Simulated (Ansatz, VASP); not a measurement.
Al2Pt: VASP beside Ansatz

```
Al Pt
1.0
     0.00000    2.94512    2.94512
     2.94512    0.00000    2.94512
     2.94512    2.94512    0.00000
Al Pt
2 1
Direct
  0.25000 0.25000 0.25000
  0.75000 0.75000 0.75000
  0.00000 0.00000 0.00000
```

Change from the starting cell: volume scaled by 0.99, PAW files.

Alike in both runs: task electric field gradients; functional LDA; k mesh 12 × 12 × 12; occupations fermi-dirac, width 0.08 eV; no spin polarisation.

|  | VASP | Ansatz |
| --- | --- | --- |
| version | VASP 6.6.1 | Ansatz 0.2.0 |
| potentials or method | VASP PAW LDA potentials, release 64 (Al, Pt) | PAW with Ansatz's default frozen-core files, scalar-relativistic |
| plane-wave cutoff (eV) | 520 | 420 |
| valence electrons in the cell | 16 | 24 |

Ansatz gave:

```
pressure (GPa) : -2.6
```

Which values does VASP return?

Pressure (GPa): -2.3.

LDA's correlation is that of Perdew and Zunger in VASP and of Perdew and Wang (1992) in Ansatz. VASP's potentials hold 16 valence electrons a cell and Ansatz's 24, so a difference there can come from the potentials and not from the codes.

Spin-orbit coupling is off throughout.
